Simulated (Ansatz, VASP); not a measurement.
# ZrGe2Pd3: VASP beside Ansatz

File INCAR:

```
SYSTEM = ZrGe2Pd3
PREC = Accurate ; ENCUT = 600
EDIFF = 1E-6 ; ISMEAR = 0
SIGMA = 0.2 ; LREAL = .False.
LASPH = .True. ; NELM = 60
ALGO = Normal ; ISIF = 3
LWAVE = .False. ; LCHARG = .False.
GGA = PE ; IBRION = 2
NSW = 36 ; EDIFFG = -0.08
```

Contents of KPOINTS:

```
Automatic mesh
0
Gamma
  4 4 3
  0 0 0
```

The input POSCAR:

```
ZrGe2Pd3
1.0
    4.4924922100      0.0000000000      0.0000000000
   -2.2462461100      3.8906123800      0.0000000000
    0.0000000000      0.0000000000      5.7122709200
Zr Ge Pd
1 2 3
Direct
    0.0000000000      0.0000000000      0.5000000000
    0.0000000000      0.0000000000      0.1443807900
    0.0000000000      0.0000000000      0.8556192100
    0.5000000000      0.0000000000      0.5000000000
    0.0000000000      0.5000000000      0.5000000000
    0.5000000000      0.5000000000      0.5000000000
```

Input for Ansatz:

```yaml
crystal:
  lattice:
    - [4.49249221, 0.0, 0.0]
    - [-2.24624611, 3.89061238, 0.0]
    - [0.0, 0.0, 5.71227092]
  atoms:
    - { symbol: Zr, position: [0.0, 0.0, 0.5] }
    - { symbol: Ge, position: [0.0, 0.0, 0.14438079] }
    - { symbol: Ge, position: [0.0, 0.0, 0.85561921] }
    - { symbol: Pd, position: [0.5, 0.0, 0.5] }
    - { symbol: Pd, position: [0.0, 0.5, 0.5] }
    - { symbol: Pd, position: [0.5, 0.5, 0.5] }
basis:
  ecutwfc: 420
kpoints:
  mp_grid: { grid: [4, 4, 3] }
hamiltonian:
  xc: pbe
scf:
  occupations: { method: gaussian, width: 0.2 }
  lower_state_search: "off"
output:
  forces: true
  stress: true
  eigenvalues: true
relax:
  adjacent_minimum: "off"
  f_tol: 0.08
  max_steps: 16
  cell: { stress_tol: 0.8 }
```

Alike in both runs: task relaxation of cell and atoms; functional PBE; k mesh 4 × 4 × 3; occupations gaussian, width 0.2 eV; no spin polarisation.

```csv
,VASP,Ansatz
version,VASP 6.6.1,Ansatz 0.2.0
potentials or method,"VASP PAW PBE potentials, release 64 (Zr_sv, Ge_d, Pd), cutoff 600 eV","scalar-relativistic, plane waves, PAW"
valence electrons in the cell,70,94
```

```csv
,VASP,Ansatz,Ansatz less VASP
"gap on the k mesh at the Fermi level, each at its own relaxed structure (eV)",none,none,-
relaxed volume (Å³/atom),31.90,32.11,+0.210
relaxed cell length with the largest relative difference (Å),7.616,7.652,+0.0368
```

A gap of «none» marks a metal or a gap that the smearing closes. VASP's potentials hold 70 valence electrons a cell and Ansatz's 94, so a difference there can come from the potentials and not from the codes.

The k mesh is coarse, so the values compare programs but aren't converged. Noted on VASP's run: the volume moved by over 15 % at a fixed basis, so the end points are rough.
